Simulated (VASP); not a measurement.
# Ru (P6_3/mmc) in VASP: a series of runs

The runs below take Ru through single point, with r2SCAN.

Everything below comes from runs of VASP 6.6.1. Logs are shortened: lines on timing, memory, paths and dates and some standing lists are left out, and cuts for length are marked.

## 1. The cell of the first run

The structure is hexagonal, space group P6_3/mmc (No. 194). The conventional cell has a = 2.692 Å, b = 2.692 Å, c = 8.640 Å, α = 90.00°, β = 90.00°, γ = 120.00°. Within 3.5 Å of Ru (site symmetry -3m) lie 12 Ru at 2.66 to 2.69 Å. Ru (site symmetry -6m2) has 12 Ru at 2.66 to 2.69 Å within 3.5 Å.

## 2. Single point, r2SCAN

File POSCAR:

```
Ru
1.0
    2.6918405422      0.0000000000      0.0000000000
   -1.3459202711      2.3312022925      0.0000000000
    0.0000000000      0.0000000000      8.6399050730
Ru
4
Direct
    0.0000000000      0.0000000000      0.0000000000
    0.0000000000      0.0000000000      0.5000000000
    0.3333333333      0.6666666667      0.2500000000
    0.6666666667      0.3333333333      0.7500000000
```

File INCAR.step1:

```
  PREC = Accurate
  ENCUT = 520
  ISMEAR = -1
  SIGMA = 0.1
  LREAL = F
  LASPH = T
  NELM = 60
  NBANDS = 36
  GGA = PE
  ALGO = Normal
  EDIFF = 1E-4
  LWAVE = T
  LCHARG = F
```

File INCAR.step2:

```
  PREC = Accurate
  ENCUT = 520
  EDIFF = 1E-7
  ISMEAR = -1
  SIGMA = 0.1
  LREAL = F
  LASPH = T
  NELM = 60
  ALGO = Normal
  ISIF = 2
  LWAVE = F
  LCHARG = T
  METAGGA = R2SCAN
  LMIXTAU = T
  LELF = T
  LVHAR = T
  NBANDS = 36
  ISTART = 1
```

File KPOINTS:

```
Automatic mesh
0
Gamma
  13 13 4
```

Potentials or basis: VASP PAW PBE potentials, release 64 (Ru_pv).

Run with:

```
$ cat potpaw_PBE.64/Ru_pv/POTCAR > POTCAR
$ cp INCAR.step1 INCAR
$ mpirun -np 1 vasp_std > vasp.out
$ cp INCAR.step2 INCAR
$ mpirun -np 1 vasp_std > vasp.out
```

OUTCAR:

```text
PREC = Accurate
   ENCUT = 520
   EDIFF = 1E-7
   ISMEAR = -1
   LREAL = F
   LASPH = T
   NELM = 60
   ISIF = 2
   METAGGA = R2SCAN
   ISTART = 1

 ion  position               nearest neighbor table
   1  0.000  0.000  0.000-   3 2.66   4 2.66   4 2.66   3 2.66   4 2.66   3 2.66
   2  0.000  0.000  0.500-   3 2.66   4 2.66   4 2.66   3 2.66   4 2.66   3 2.66
   3  0.333  0.667  0.250-   1 2.66   2 2.66   1 2.66   2 2.66   1 2.66   2 2.66
   4  0.667  0.333  0.750-   1 2.66   2 2.66   1 2.66   2 2.66   1 2.66   2 2.66

  LATTYP: Found a hexagonal cell.
 ALAT       =     2.6918405422
 C/A-ratio  =     3.2096645167

  Lattice vectors:

 A1 = (   2.6918405422,   0.0000000000,   0.0000000000)
 A2 = (  -1.3459202711,   2.3312022925,   0.0000000000)
 A3 = (   0.0000000000,   0.0000000000,   8.6399050730)

Analysis of symmetry for initial positions (statically):
=====================================================================
 Subroutine PRICEL returns:
 Original cell was already a primitive cell.

 Routine SETGRP: Setting up the symmetry group for a
 hexagonal supercell.

 Subroutine GETGRP returns: Found 24 space group operations
 (whereof 12 operations were pure point group operations)
 out of a pool of 24 trial point group operations.

The static configuration has the point symmetry D_3d.
 The point group associated with its full space group is D_6h.

Analysis of symmetry for dynamics (positions and initial velocities):
=====================================================================
 Subroutine PRICEL returns:
 Original cell was already a primitive cell.

 Routine SETGRP: Setting up the symmetry group for a
 hexagonal supercell.

 Subroutine GETGRP returns: Found 24 space group operations
 (whereof 12 operations were pure point group operations)
 out of a pool of 24 trial point group operations.

The dynamic configuration has the point symmetry D_3d.
 The point group associated with its full space group is D_6h.

 Subroutine INISYM returns: Found 24 space group operations
 (whereof 12 operations are pure point group operations),
 and found     1 'primitive' translations

----------------------------------------------------------------------------------------
[... 86 lines left out ...]
   NGXF,Y,Z  is equivalent  to a cutoff of  24.70, 24.70, 24.63 a.u.
 SYSTEM =  unknown system
   PREC   = accura    normal or accurate (medium, high low for compatibility)
   ISTART =      1    job   : 0-new  1-cont  2-samecut
   ICHARG =      0    charge: 1-file 2-atom 10-const
   ISPIN  =      1    spin polarized calculation?
   LNONCOLLINEAR =      F non collinear calculations
   LSORBIT =      F    spin-orbit coupling
   LASPH  =      T    aspherical Exc in radial PAW
   ENCUT  =  520.0 eV  38.22 Ry    6.18 a.u.   5.01  5.01 16.06*2*pi/ulx,y,z
   NELM   =     60;   NELMIN=  2; NELMDL=  0     # of ELM steps
   EDIFF  = 0.1E-06   stopping-criterion for ELM
   LREAL  =      F    real-space projection
   EDIFFG = 0.1E-05   stopping-criterion for IOM
   NSW    =      0    number of steps for IOM
   IBRION =     -1    ionic relax: 0-MD 1-quasi-New 2-CG
   NFREE  =      0    steps in history (QN), initial steepest desc. (CG)
   ISIF   =      2    stress and relaxation
   ISYM   =      2    0-nonsym 1-usesym 2-fastsym
   POTIM  = 0.5000    time-step for ionic-motion
   TEBEG  =    0.0;   TEEND  =   0.0 temperature during run
   PSTRESS=    0.0 pullay stress
   NELECT =      56.0000    total number of electrons
   NUPDOWN=      -1.0000    fix difference up-down
   EMIN   =  10.00;   EMAX   =-10.00  energy-range for DOS
   EFERMI =   0.00;   METHOD = LEGACY
   ISMEAR =    -1;   SIGMA  =   0.10  broadening in eV -4-tet -1-fermi 0-gaus
   EFERMI_NEDOS =   21; number of points for ismear=-14 and -15
   IALGO  =     38    algorithm
   IMIX   =      4    mixing-type and parameters
     AMIX     =   0.40;   BMIX     =  1.00
     AMIX_MAG =   1.60;   BMIX_MAG =  1.00
  volume/ion in A,a.u.               =      13.55        91.47
  Fermi-wavevector in a.u.,A,eV,Ry     =   1.654848  3.127209 37.259848  2.738522
  Thomas-Fermi vector in A             =   2.743045
   LORBIT       =      0    0 simple, 1 ext, 2 COOP (PROOUT), +10 PAW based schemes
   METAGGA = R2SCAN    functional components
   LHFCALC =     F    Hartree Fock is set to
   AEXX    =    0.0000 exact exchange contribution
   IVDW    =     0    specifies the selected vdW correction
   LEPSILON=     F    determine dielectric tensor
   LRPA    =     F    only Hartree local field effects (RPA)
 non-spin polarized calculation
  energy-cutoff  :      520.00
  volume of cell :       54.22
 maximum number of plane-waves:      1482
 NGX is ok and might be reduce to    20
   NGX =  9   NGY =  9   NGZ = 33

 number of electron      56.0000008 magnetization

 Free energy of the ion-electron system (eV)
  ---------------------------------------------------
  ext. energy  EPLUGINS =         0.00000000
  ---------------------------------------------------
  free energy    TOTEN  =      -101.41648582 eV

  energy without entropy =     -101.26487157  energy(sigma->0) =     -101.34067869

 E-fermi :  12.7488     XC(G=0): -15.4134

 val. band max:       12.7423991594   @ k =   0.0769   0.0000   0.2500
 cond. band min:      12.7555917630   @ k =   0.3846   0.1538   0.2500
 fundamental gap:      0.0131926036
 Fermi energy:        12.7488044456

 k-point     1 :       0.0000    0.0000    0.0000
  band No.  band energies     occupation
      1     -32.2845      2.00000
      2     -31.7270      2.00000
      3     -31.6700      2.00000
      4     -31.2792      2.00000
      5     -31.2792      2.00000
      6     -31.2064      2.00000
[... 925 lines left out ...]
     35      14.8128      0.00000
     36      17.2495      0.00000

 [... further k-points ...]
[... 5 lines left out ...]
  --------------------------------------------------------------------------------------
  -------------------------------------------------------------------------------------
  Total        0.5081161      0.5081161      0.5238811     -0.0000000      0.0000000      0.0000000
  in kB       15.0153426     15.0153426     15.4812148     -0.0000000      0.0000000      0.0000000
  external PRESSURE =      15.1706333 kB  Pullay stress =       0.0000000 kB

 VOLUME and BASIS-vectors are now :
 -----------------------------------------------------------------------------
  energy-cutoff  :      520.00
  volume of cell :       54.22
      direct lattice vectors                 reciprocal lattice vectors
     2.691840542  0.000000000  0.000000000     0.371493030  0.214481601  0.000000000
    -1.345920271  2.331202292  0.000000000     0.000000000  0.428963202  0.000000000
     0.000000000  0.000000000  8.639905073     0.000000000  0.000000000  0.115742012

 POSITION                                       TOTAL-FORCE (eV/Angst)
 -----------------------------------------------------------------------------------
      0.00000      0.00000      0.00000         0.000000      0.000000      0.000000
      0.00000      0.00000      4.31995         0.000000      0.000000      0.000000
     -0.00000      1.55413      2.15998        -0.000000      0.000000      0.000000
      1.34592      0.77707      6.47993        -0.000000     -0.000000     -0.000000
 -----------------------------------------------------------------------------------
    total drift:                                0.000000     -0.000000      0.000000

  FREE ENERGIE OF THE ION-ELECTRON SYSTEM (eV)
  ---------------------------------------------------
  free  energy   TOTEN  =      -101.4164858176 eV

  energy  without entropy=     -101.2648715656  energy(sigma->0) =     -101.34067869
```

OSZICAR.step1:

```text
N       E                     dE             d eps       ncg     rms          rms(c)
DAV:   1     0.678392841675E+03    0.67839E+03   -0.33688E+04  4568   0.172E+03
DAV:   2    -0.176800416756E+02   -0.69607E+03   -0.67917E+03  4788   0.539E+02
DAV:   3    -0.389701900390E+02   -0.21290E+02   -0.20446E+02  4796   0.996E+01
DAV:   4    -0.392765636755E+02   -0.30637E+00   -0.30578E+00  5236   0.106E+01
DAV:   5    -0.392840463345E+02   -0.74827E-02   -0.74822E-02  4952   0.155E+00    0.253E+01
DAV:   6    -0.368344019788E+02    0.24496E+01   -0.65223E+00  4592   0.190E+01    0.694E+00
DAV:   7    -0.366715361062E+02    0.16287E+00   -0.56672E-01  4724   0.521E+00    0.176E+00
DAV:   8    -0.366693244421E+02    0.22117E-02   -0.11021E-01  4676   0.324E+00    0.147E+00
DAV:   9    -0.366515042457E+02    0.17820E-01   -0.56347E-02  4696   0.223E+00    0.173E-01
DAV:  10    -0.366514989416E+02    0.53041E-05   -0.30256E-03  5024   0.527E-01    0.567E-02
DAV:  11    -0.366514994612E+02   -0.51960E-06   -0.84225E-05  2364   0.781E-02
   1 F= -.36651499E+02 E0= -.36572873E+02  d E =-.157253E+00
```

It took 2.9 min on 1 thread of Intel Xeon 6975P-C (Granite Rapids), shared host; peak memory 0.22 GiB.

What came out:

```yaml
Free_energy: -101.4165 eV
Pressure: 1.5 GPa
Band_gap_on_the_k_mesh: zero (band 28 reaches 14.35 eV, above the bottom of band 29 at 11.36 eV)
```

Levels at points of the mesh, in eV from the Fermi level:
```tsv
k point	band 25	band 26	band 27	band 28	band 29	band 30	band 31	band 32
(0.00, 0.00, 0.00)	-2.34	-2.23	-2.23	-0.87	-0.87	-0.11	-0.11	0.59
(0.00, 0.00, 0.50)	-2.54	-2.54	-0.67	-0.67	-0.43	-0.43	-0.43	-0.43
```

Caveat: the PAW data sets were made with another functional, which shifts forces and pressure a little.

## 3. Single point, r2SCAN (volume scaled by 1.04)

File POSCAR:

```
Ru
1.0
    2.7272635589      0.0000000000      0.0000000000
   -1.3636317795      2.3618795249      0.0000000000
    0.0000000000      0.0000000000      8.7536010728
Ru
4
Direct
    0.0000000000      0.0000000000      0.0000000000
    0.0000000000      0.0000000000      0.5000000000
    0.3333333333      0.6666666667      0.2500000000
    0.6666666667      0.3333333333      0.7500000000
```

File INCAR.step1:

```
SYSTEM = Ru
ALGO = Normal
EDIFF = 1E-4
ENCUT = 520
GGA = PE
ISMEAR = -1
LASPH = .TRUE.
LCHARG = .FALSE.
LREAL = .FALSE.
LWAVE = .TRUE.
NBANDS = 36
NELM = 80
PREC = Accurate
SIGMA = 0.1
```

File INCAR.step2:

```
SYSTEM = Ru
ALGO = Normal
EDIFF = 1E-6
ENCUT = 520
ISIF = 2
ISMEAR = -1
ISTART = 1
LASPH = .TRUE.
LCHARG = .TRUE.
LELF = .TRUE.
LMIXTAU = .TRUE.
LREAL = .FALSE.
LVHAR = .TRUE.
LWAVE = .FALSE.
METAGGA = R2SCAN
NBANDS = 36
NELM = 80
PREC = Accurate
SIGMA = 0.1
```

File KPOINTS:

```
k-points
0
G
  15 15 4
  0 0 0
```

Potentials or basis: VASP PAW PBE potentials, release 64 (Ru_pv).

Run with:

```
$ cat potpaw_PBE.64/Ru_pv/POTCAR > POTCAR
$ cp INCAR.step1 INCAR
$ mpirun -np 1 vasp_std > vasp.out
$ cp INCAR.step2 INCAR
$ mpirun -np 1 vasp_std > vasp.out
```

Run time: 4 min. Hardware: 1 thread of Intel Xeon 6975P-C (Granite Rapids), shared host; peak memory 0.25 GiB.

It converged, with:

```yaml
Free_energy: -101.3732 eV
Pressure: -10.7 GPa
Band_gap_on_the_k_mesh: zero (band 28 reaches 13.55 eV, above the bottom of band 29 at 10.81 eV)
```

Stress tensor (GPa, compression positive):
```
-11.01   0.00   0.00
  0.00 -11.01   0.00
  0.00   0.00 -10.20
```

Levels at points of the mesh, in eV from the Fermi level:
```
           k point  band 25  band 26  band 27  band 28  band 29  band 30  band 31  band 32
(0.00, 0.00, 0.00)    -2.20    -2.10    -2.10    -0.81    -0.81    -0.10    -0.10     0.56
(0.00, 0.00, 0.50)    -2.39    -2.39    -0.66    -0.66    -0.40    -0.40    -0.40    -0.40
```

Caveat: the PAW data sets were made with another functional, which shifts forces and pressure a little.

## 4. Single point, r2SCAN (volume scaled by 1.12)

File POSCAR:

```
Ru
1.0
    2.7954732277      0.0000000000      0.0000000000
   -1.3977366139      2.4209508308      0.0000000000
    0.0000000000      0.0000000000      8.9725312264
Ru
4
Direct
    0.0000000000      0.0000000000      0.0000000000
    0.0000000000      0.0000000000      0.5000000000
    0.3333333333      0.6666666667      0.2500000000
    0.6666666667      0.3333333333      0.7500000000
```

File INCAR.step1:

```
SYSTEM = Ru
ALGO = Normal ; EDIFF = 1E-4
ENCUT = 520 ; GGA = PE
ISMEAR = -1 ; LASPH = .True.
LCHARG = .False. ; LREAL = .False.
LWAVE = .True. ; NBANDS = 36
NELM = 100 ; PREC = Accurate
SIGMA = 0.1
```

File INCAR.step2:

```
SYSTEM = Ru
ALGO = Normal ; EDIFF = 1E-6
ENCUT = 520 ; ISIF = 2
ISMEAR = -1 ; ISTART = 1
LASPH = .True. ; LCHARG = .True.
LELF = .True. ; LMIXTAU = .True.
LREAL = .False. ; LVHAR = .True.
LWAVE = .False. ; METAGGA = R2SCAN
NBANDS = 36 ; NELM = 100
PREC = Accurate ; SIGMA = 0.1
```

File KPOINTS:

```
k-points
0
Gamma
  15 15 4
  0 0 0
```

Run with:

```
$ cat potpaw_PBE.64/Ru_pv/POTCAR > POTCAR
$ cp INCAR.step1 INCAR
$ mpirun -np 1 vasp_std > vasp.out
$ cp INCAR.step2 INCAR
$ mpirun -np 1 vasp_std > vasp.out
```

Wall time 4.3 min (1 thread of Intel Xeon 6975P-C (Granite Rapids), shared host); peak memory 0.27 GiB.

The run converged. Its results:

```
Free energy            : -100.8348 eV
Pressure               : -27.8 GPa
Band gap on the k mesh : zero (band 28 reaches 12.11 eV, above the bottom of band 29 at 9.68 eV)
```

Stress tensor (GPa, compression positive):
```
-27.82   0.00   0.00
  0.00 -27.82   0.00
  0.00   0.00 -27.90
```

Levels at points of the mesh, in eV from the Fermi level:
| k point | band 26 | band 27 | band 28 | band 29 | band 30 | band 31 |
| --- | --- | --- | --- | --- | --- | --- |
| (0.00, 0.00, 0.00) | -1.88 | -1.88 | -0.73 | -0.73 | -0.09 | -0.09 |
| (0.00, 0.00, 0.50) | -2.14 | -0.63 | -0.63 | -0.37 | -0.37 | -0.37 |

Caveat: the PAW data sets were made with another functional, which shifts forces and pressure a little.

## 5. Summary

| cell | k mesh | gap on the mesh (eV) | pressure (GPa) |
| --- | --- | --- | --- |
| a = 2.692, b = 2.692, c = 8.640 Å, angles 90.0, 90.0, 120.0°, 4 atoms | 13 × 13 × 4 | none | 1.5 |
| a = 2.727, b = 2.727, c = 8.754 Å, angles 90.0, 90.0, 120.0°, 4 atoms | 15 × 15 × 4 | none | -10.7 |
| a = 2.795, b = 2.795, c = 8.973 Å, angles 90.0, 90.0, 120.0°, 4 atoms | 15 × 15 × 4 | none | -27.8 |

Alike in all rows: task single point; level r2SCAN; potentials or basis VASP PAW PBE potentials, release 64 (Ru_pv); no spin polarisation; cutoff (eV) 520; smearing fermi-dirac 0.1 eV.

Caveats: the PAW data sets were made with another functional, which shifts forces and pressure a little.

Total energies depend on the potentials used, so only differences within one code and one set of settings carry meaning.
